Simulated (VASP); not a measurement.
## SbPt: electric field gradients with LDA

Crystal: SbPt.

```
CELL_PARAMETERS angstrom
4.04569 0.00000 0.00000
-2.02284 3.50367 0.00000
0.00000 0.00000 5.36030
ATOMIC_POSITIONS crystal
Sb 0.33333 0.66667 0.25000
Sb 0.66667 0.33333 0.75000
Pt 0.00000 0.00000 0.00000
Pt 0.00000 0.00000 0.50000
```

| Quantity | Value |
| --- | --- |
| Program | VASP 6.6.1 |
| Task | electric field gradients |
| Functional | LDA |
| Potentials or basis | VASP PAW LDA potentials, release 64 (Sb_d_GW, Pt_sv_GW) |
| Cutoff | 430 eV |
| k mesh | 11 × 11 × 8 |
| Occupations | fermi-dirac, width 0.08 eV |
| Spin | no spin polarisation |
| Dipole correction | no |
| Further INCAR settings | ALGO = Normal; EDIFF = 1e-08; NBANDS = 41 |

The pressure is 9.5 GPa and the band gap on the k mesh is zero (bands 33 and 34 overlap by 4.26 eV). The largest electric field gradient by atom is Sb +23.6; Pt -110.4 V/Å².

Stress tensor (GPa, compression positive):
```
9.41 0.00 0.00
0.00 9.41 0.00
0.00 0.00 9.58
```

Levels at points of the mesh, in eV from the Fermi level:
```csv
k point,band 31,band 32,band 33,band 34,band 35,band 36
"(0.00, 0.00, 0.00)",-0.15,-0.15,0.81,2.32,2.40,3.84
"(0.00, 0.00, 0.50)",-1.19,-1.19,2.48,2.48,2.48,2.48
```

Electric field gradients, principal values (V/Å²):
| atom | least | middle | greatest (by size) |
| --- | --- | --- | --- |
| 1 Sb | -11.774 | -11.782 | 23.556 |
| 2 Sb | -11.774 | -11.782 | 23.556 |
| 3 Pt | 55.218 | 55.219 | -110.437 |
| 4 Pt | 55.218 | 55.219 | -110.437 |

Run time: 2.7 min on 1 thread of Intel(R) Xeon(R) Platinum 8488C (Sapphire Rapids), on a shared host, peak memory 0.29 GiB.

Caveat: the cell stands under pressure; without QUAD_EFG the Cq values of the log hold for a quadrupole moment of 1 mb, not for the nuclei; spin-orbit coupling is left out, which moves the levels of the heavy elements.
